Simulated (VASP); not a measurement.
Here is a VASP 6.6.1 calculation.

File INCAR:

```
SYSTEM = K3Cd
ALGO = Normal ; EDIFF = 1E-6
EDIFFG = -0.03 ; ENCUT = 600
GGA = PS ; IBRION = 2
ISIF = 8 ; ISMEAR = -1
LASPH = .True. ; LCHARG = .False.
LREAL = .False. ; LWAVE = .False.
NELM = 100 ; NSW = 80
PREC = Accurate ; SIGMA = 0.05
```

The input KPOINTS:

```
k-points
0
Gamma
  4 4 4
  0 0 0
```

POSCAR

```
K3Cd
1.0
    0.0000000000      4.6103380000      4.6103380000
    4.6103380000      0.0000000000      4.6103380000
    4.6103380000      4.6103380000      0.0000000000
K Cd
3 1
Direct
    0.2500000000      0.2500000000      0.2500000000
    0.7500000000      0.7500000000      0.7500000000
    0.5000000000      0.5000000000      0.5000000000
    0.0000000000      0.0000000000      0.0000000000
```

Potentials or basis: VASP PAW PBE potentials, release 64 (K_sv, Cd).

Run with:

```bash
$ cat potpaw_PBE.64/K_sv/POTCAR potpaw_PBE.64/Cd/POTCAR > POTCAR
$ mpirun -np 1 vasp_std > vasp.out
```

(1) What does it give for the relaxed volume?

(2) Estimate the relaxed cell.

(3) Predict the space group after relaxing (to 0.05 Å).

## Answers

(1) 47.73 Å³/atom.

(2) a = 6.463 Å, b = 6.463 Å, c = 6.463 Å, α = 60.00°, β = 60.00°, γ = 60.00°.

(3) Fm-3m (No. 225).

Caveat: the PAW data sets were made with another functional, which shifts forces and pressure a little.
